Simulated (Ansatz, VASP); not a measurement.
# W: VASP beside Ansatz

```
W
1.0
     0.00000    2.03000    2.03000
     2.03000    0.00000    2.03000
     2.03000    2.03000    0.00000
W
1
Direct
  0.00000 0.00000 0.00000
```

Alike in both runs: task relaxation of cell and atoms; functional LDA; k mesh 13 × 13 × 13; no spin polarisation.

|  | VASP | Ansatz |
| --- | --- | --- |
| version | VASP 6.6.1 | Ansatz 0.2.0 |
| potentials or method | VASP PAW LDA potentials, release 64 (W_sv), cutoff 600 eV | plane waves, PAW |
| occupations | methfessel-paxton of order 1, width 0.05 eV | cold, width 0.05 eV |
| valence electrons in the cell | 14 | 14 |

```tsv
	VASP	Ansatz	Ansatz less VASP
relaxed volume (Å³/atom)	15.78	15.68	-0.091
relaxed cell length with the largest relative difference (Å)	2.815	2.810	-0.0055
```

LDA's correlation is that of Perdew and Zunger in VASP and of Perdew and Wang (1992) in Ansatz.

Neither program's run includes spin-orbit coupling.
